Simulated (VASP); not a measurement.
# Pd (I4/mmm) in VASP: further runs

Pd is run at these levels: PBE; tasks: single point.

All numbers are computed with VASP 6.6.1; they aren't measurements. Logs are shortened: lines on timing, memory, paths and dates and some standing lists are left out, and cuts for length are marked.

**1. The cell of the first run**

Symmetry: I4/mmm, No. 139, tetragonal system. Conventional cell: a = 2.613 Å, b = 2.613 Å, c = 4.084 Å, α = 90.00°, β = 90.00°, γ = 90.00°. Within 3.4 Å of Pd (site symmetry 4/mmm) lie 12 Pd at 2.61 to 2.75 Å.

**2. Single point, PBE (strain -0.050 along x and y, +0.050 along z)**

Contents of INCAR:

```
SYSTEM = Pd
ALGO     = Normal         ! electronic algorithm
EDIFF    = 1E-6           ! SCF threshold, eV
ENCUT    = 520            ! plane-wave cutoff, eV
GGA      = PE             ! functional
ISIF     = 2              ! what is computed and relaxed
ISMEAR   = 0              ! smearing method
LASPH    = .True.         ! aspherical terms in the spheres
LCHARG   = .True.         ! write CHGCAR
LELF     = .True.         ! ELF
LREAL    = .False.        ! projectors in reciprocal space
LVHAR    = .True.       
LWAVE    = .False.        ! write WAVECAR
NBANDS   = 11             ! bands
NELM     = 60             ! most SCF steps
PREC     = Accurate       ! precision mode
SIGMA    = 0.15           ! smearing width, eV
```

Contents of KPOINTS:

```
k-points
0
Gamma
  8 8 8
  0 0 0
```

Contents of POSCAR:

```
Pd
1.0
    0.0000000000      1.8476550000      2.0421450000
    1.8476550000      0.0000000000      2.0421450000
    1.8476550000      1.8476550000      0.0000000000
Pd
1
Direct
    0.0000000000      0.0000000000      0.0000000000
```

Potentials or basis: VASP PAW PBE potentials, release 64 (Pd).

Launch:

```
$ cat potpaw_PBE.64/Pd/POTCAR > POTCAR
$ mpirun -np 1 vasp_std > vasp.out
```

OUTCAR:

```text
SYSTEM = Pd
   EDIFF = 1E-6
   ENCUT = 520
   GGA = PE
   ISIF = 2
   ISMEAR = 0
   LASPH = .True.
   LREAL = .False.
   NELM = 60
   PREC = Accurate

 ion  position               nearest neighbor table
   1  0.000  0.000  0.000-

  LATTYP: Found a body centered tetragonal cell.
 ALAT       =     2.6129787596
 C/A-ratio  =     1.5630781479

  Lattice vectors:

 A1 = (  -1.8476550000,   0.0000000000,   2.0421450000)
 A2 = (   1.8476550000,   0.0000000000,   2.0421450000)
 A3 = (   0.0000000000,   1.8476550000,  -2.0421450000)

Analysis of symmetry for initial positions (statically):
=====================================================================
 Subroutine PRICEL returns:
 Original cell was already a primitive cell.

 Routine SETGRP: Setting up the symmetry group for a
 body centered tetragonal supercell.

 Subroutine GETGRP returns: Found 16 space group operations
 (whereof 16 operations were pure point group operations)
 out of a pool of 16 trial point group operations.

The static configuration has the point symmetry D_4h.

Analysis of symmetry for dynamics (positions and initial velocities):
=====================================================================
 Subroutine PRICEL returns:
 Original cell was already a primitive cell.

 Routine SETGRP: Setting up the symmetry group for a
 body centered tetragonal supercell.

 Subroutine GETGRP returns: Found 16 space group operations
 (whereof 16 operations were pure point group operations)
 out of a pool of 16 trial point group operations.

The dynamic configuration has the point symmetry D_4h.

 Subroutine INISYM returns: Found 16 space group operations
 (whereof 16 operations are pure point group operations),
 and found     1 'primitive' translations

----------------------------------------------------------------------------------------

                                     Primitive cell

  volume of cell :      13.9431

  direct lattice vectors                    reciprocal lattice vectors
     0.000000000  1.847655000  2.042145000    -0.270613291  0.270613291  0.244840597
     1.847655000  0.000000000  2.042145000     0.270613291 -0.270613291  0.244840597
     1.847655000  1.847655000  0.000000000     0.270613291  0.270613291 -0.244840597

  length of vectors
     2.753939941  2.753939941  2.612978760     0.454323700  0.454323700  0.454323700

  position of ions in fractional coordinates (direct lattice)
     0.000000000  0.000000000  0.000000000

  ion indices of the primitive-cell ions
   primitive index   ion index
                 1           1

----------------------------------------------------------------------------------------

 KPOINTS: k-points

Automatic generation of k-mesh.
 Grid dimensions read from file:
 generate k-points for:    8    8    8

 Generating k-lattice:

  Cartesian coordinates                     Fractional coordinates (reciprocal lattice)
    -0.033826661  0.033826661  0.030605075     0.125000000 -0.000000000  0.000000000
     0.033826661 -0.033826661  0.030605075    -0.000000000  0.125000000  0.000000000
     0.033826661  0.033826661 -0.030605075     0.000000000  0.000000000  0.125000000

  Length of vectors
     0.056790462  0.056790462  0.056790462

  Shift w.r.t. Gamma in fractional coordinates (k-lattice)
     0.000000000  0.000000000  0.000000000

 Subroutine IBZKPT returns following result:
 ===========================================

 Found     59 irreducible k-points:

 Following reciprocal coordinates:
            Coordinates               Weight
  0.000000  0.000000  0.000000      1.000000
  0.125000 -0.000000  0.000000      8.000000
  0.250000 -0.000000  0.000000      8.000000
  0.375000 -0.000000  0.000000      8.000000
  0.500000 -0.000000  0.000000      4.000000
  0.125000  0.125000  0.000000      2.000000
[... 16 lines left out ...]
  0.250000 -0.000000  0.125000     16.000000
  0.375000 -0.000000  0.125000     16.000000
 [... further k-points ...]
   k-points           NKPTS =     59   k-points in BZ     NKDIM =     59   number of bands    NBANDS=     11
   number of dos      NEDOS =    301   number of ions     NIONS =      1
   total plane-waves  NPLWV =   8000
   dimension x,y,z NGX =    20 NGY =   20 NGZ =   20
   dimension x,y,z NGXF=    40 NGYF=   40 NGZF=   40
   ions per type =               1
   NGX,Y,Z   is equivalent  to a cutoff of  12.07, 12.07, 12.72 a.u.
   NGXF,Y,Z  is equivalent  to a cutoff of  24.15, 24.15, 25.45 a.u.
 SYSTEM =  Pd
   PREC   = accura    normal or accurate (medium, high low for compatibility)
   ISTART =      0    job   : 0-new  1-cont  2-samecut
   ICHARG =      2    charge: 1-file 2-atom 10-const
   ISPIN  =      1    spin polarized calculation?
   LNONCOLLINEAR =      F non collinear calculations
   LSORBIT =      F    spin-orbit coupling
   LASPH  =      T    aspherical Exc in radial PAW
   ENCUT  =  520.0 eV  38.22 Ry    6.18 a.u.   5.12  5.12  4.86*2*pi/ulx,y,z
   NELM   =     60;   NELMIN=  2; NELMDL= -5     # of ELM steps
   EDIFF  = 0.1E-05   stopping-criterion for ELM
   LREAL  =      F    real-space projection
   EDIFFG = 0.1E-04   stopping-criterion for IOM
   NSW    =      0    number of steps for IOM
   IBRION =     -1    ionic relax: 0-MD 1-quasi-New 2-CG
   NFREE  =      0    steps in history (QN), initial steepest desc. (CG)
   ISIF   =      2    stress and relaxation
   ISYM   =      2    0-nonsym 1-usesym 2-fastsym
   POTIM  = 0.5000    time-step for ionic-motion
   TEBEG  =    0.0;   TEEND  =   0.0 temperature during run
   PSTRESS=    0.0 pullay stress
   NELECT =      10.0000    total number of electrons
   NUPDOWN=      -1.0000    fix difference up-down
   EMIN   =  10.00;   EMAX   =-10.00  energy-range for DOS
   EFERMI =   0.00;   METHOD = LEGACY
   ISMEAR =     0;   SIGMA  =   0.15  broadening in eV -4-tet -1-fermi 0-gaus
   EFERMI_NEDOS =   21; number of points for ismear=-14 and -15
   IALGO  =     38    algorithm
   IMIX   =      4    mixing-type and parameters
     AMIX     =   0.40;   BMIX     =  1.00
     AMIX_MAG =   1.60;   BMIX_MAG =  1.00
  volume/ion in A,a.u.               =      13.94        94.09
  Fermi-wavevector in a.u.,A,eV,Ry     =   1.465397  2.769199 29.217004  2.147389
  Thomas-Fermi vector in A             =   2.581259
   LORBIT       =      0    0 simple, 1 ext, 2 COOP (PROOUT), +10 PAW based schemes
   GGA     = PE    functional components
   LHFCALC =     F    Hartree Fock is set to
   AEXX    =    0.0000 exact exchange contribution
   IVDW    =     0    specifies the selected vdW correction
   LEPSILON=     F    determine dielectric tensor
   LRPA    =     F    only Hartree local field effects (RPA)
 non-spin polarized calculation
 Gauss-broadening in eV      SIGMA  =   0.15
  energy-cutoff  :      520.00
  volume of cell :       13.94
 maximum number of plane-waves:       388
   NGX = 11   NGY = 11   NGZ =  9

 number of electron      10.0000003 magnetization

 Free energy of the ion-electron system (eV)
  ---------------------------------------------------
  ext. energy  EPLUGINS =         0.00000000
  ---------------------------------------------------
  free energy    TOTEN  =        -5.10200388 eV

  energy without entropy =       -5.08301054  energy(sigma->0) =       -5.09250721

 E-fermi :  10.8488     XC(G=0): -13.5324

 val. band max:       10.8072531077   @ k =   0.5000   0.5000   0.0000
 cond. band min:      10.8545456044   @ k =   0.3750   0.1250   0.0000
 fundamental gap:      0.0472924968
 Fermi energy:        10.8487722894

 k-point     1 :       0.0000    0.0000    0.0000
  band No.  band energies     occupation
      1       3.1855      2.00000
      2       7.0052      2.00000
      3       8.0865      2.00000
      4       8.0865      2.00000
      5       8.8321      2.00000
      6       9.9663      2.00000
      7      28.1450      0.00000
      8      31.4056      0.00000
      9      33.9509      0.00000
     10      33.9509      0.00000
     11      36.8667      0.00000

 k-point     2 :       0.1250   -0.0000    0.0000
  band No.  band energies     occupation
      1       3.7622      2.00000
      2       7.1262      2.00000
      3       7.9262      2.00000
      4       8.2745      2.00000
      5       8.8685      2.00000
      6       9.8095      2.00000
      7      28.6710      0.00000
      8      30.2480      0.00000
      9      32.9955      0.00000
     10      34.6593      0.00000
     11      36.9220      0.00000

 k-point     3 :       0.2500   -0.0000    0.0000
  band No.  band energies     occupation
      1       4.9298      2.00000
      2       7.4914      2.00000
      3       7.7079      2.00000
      4       8.4799      2.00000
      5       9.4416      2.00000
      6       9.7613      2.00000
      7      25.8517      0.00000
      8      29.0766      0.00000
      9      34.4287      0.00000
     10      35.8074      0.00000
     11      36.1797      0.00000

 k-point     4 :       0.3750   -0.0000    0.0000
  band No.  band energies     occupation
      1       5.1436      2.00000
      2       7.2879      2.00000
      3       8.2488      2.00000
      4       9.7564      2.00000
      5      10.2735      2.00000
      6      10.4608      1.99975
      7      21.3098      0.00000
      8      27.6763      0.00000
      9      33.1154      0.00000
     10      34.4775      0.00000
     11      36.7395      0.00000
[... 239 lines left out ...]
 k-point    22 :       0.1250    0.0000    0.1250
  band No.  band energies     occupation
      1       4.0059      2.00000
      2       7.4793      2.00000
      3       7.5896      2.00000
      4       8.3408      2.00000
      5       8.9344      2.00000
      6       9.6371      2.00000
      7      29.0084      0.00000
      8      31.3836      0.00000
      9      31.4940      0.00000
     10      33.4015      0.00000
     11      36.9050      0.00000

 k-point    23 :       0.2500   -0.0000    0.1250
  band No.  band energies     occupation
      1       5.0862      2.00000
      2       7.1303      2.00000
      3       7.8704      2.00000
      4       8.5166      2.00000
      5       9.2546      2.00000
      6       9.7640      2.00000
      7      27.5360      0.00000
      8      29.6804      0.00000
      9      31.5656      0.00000
     10      33.8946      0.00000
     11      36.7946      0.00000

 k-point    24 :       0.3750   -0.0000    0.1250
  band No.  band energies     occupation
      1       5.5646      2.00000
      2       7.6098      2.00000
      3       7.7341      2.00000
      4       8.2976      2.00000
      5      10.5029      1.99889
      6      11.0412      0.06967
      7      22.8655      0.00000
      8      28.4944      0.00000
      9      30.9788      0.00000
     10      33.4240      0.00000
     11      36.8684      0.00000

 [... further k-points ...]
[... 5 lines left out ...]
  --------------------------------------------------------------------------------------
  -------------------------------------------------------------------------------------
  Total        2.1467833      2.1467833      1.3676471      0.0000000      0.0000000      0.0000000
  in kB      246.6836980    246.6836980    157.1543146      0.0000000      0.0000000      0.0000000
  external PRESSURE =     216.8405702 kB  Pullay stress =       0.0000000 kB

 VOLUME and BASIS-vectors are now :
 -----------------------------------------------------------------------------
  energy-cutoff  :      520.00
  volume of cell :       13.94
      direct lattice vectors                 reciprocal lattice vectors
     0.000000000  1.847655000  2.042145000    -0.270613291  0.270613291  0.244840597
     1.847655000  0.000000000  2.042145000     0.270613291 -0.270613291  0.244840597
     1.847655000  1.847655000  0.000000000     0.270613291  0.270613291 -0.244840597

 POSITION                                       TOTAL-FORCE (eV/Angst)
 -----------------------------------------------------------------------------------
      0.00000      0.00000      0.00000        -0.000000      0.000000      0.000000
 -----------------------------------------------------------------------------------
    total drift:                               -0.000000     -0.000000     -0.000000

  FREE ENERGIE OF THE ION-ELECTRON SYSTEM (eV)
  ---------------------------------------------------
  free  energy   TOTEN  =        -5.1020038817 eV

  energy  without entropy=       -5.0830105370  energy(sigma->0) =       -5.09250721
```

Wall time 5.7 s (1 thread of AMD EPYC 9R14 (Zen 4), shared host); peak memory 0.1 GiB.

Results:

```yaml
Free_energy: -5.1020 eV
Pressure: 21.7 GPa
Band_gap_on_the_k_mesh: zero (band 5 reaches 11.54 eV, above the bottom of band 6 at 9.53 eV)
```

Levels at points of the mesh, in eV from the Fermi level:
```csv
k point,band 1,band 2,band 3,band 4,band 5,band 6,band 7,band 8,band 9,band 10
"(0.00, 0.00, 0.00)",-7.66,-3.84,-2.76,-2.76,-2.02,-0.88,17.30,20.56,23.10,23.10
"(0.50, 0.00, 0.00)",-5.81,-3.68,-2.75,-0.27,0.12,0.84,7.79,16.16,21.02,22.69
"(0.50, 0.50, 0.00)",-5.95,-5.68,-0.04,0.23,0.23,2.00,9.53,14.76,14.76,23.43
"(0.50, 0.00, 0.50)",-5.98,-5.57,-0.19,-0.15,0.69,4.00,12.25,12.57,13.24,21.93
```

Caveat: the cell differs from its parent crystal (strain -0.050 along x and y, +0.050 along z).

[end of part 1 of 2]
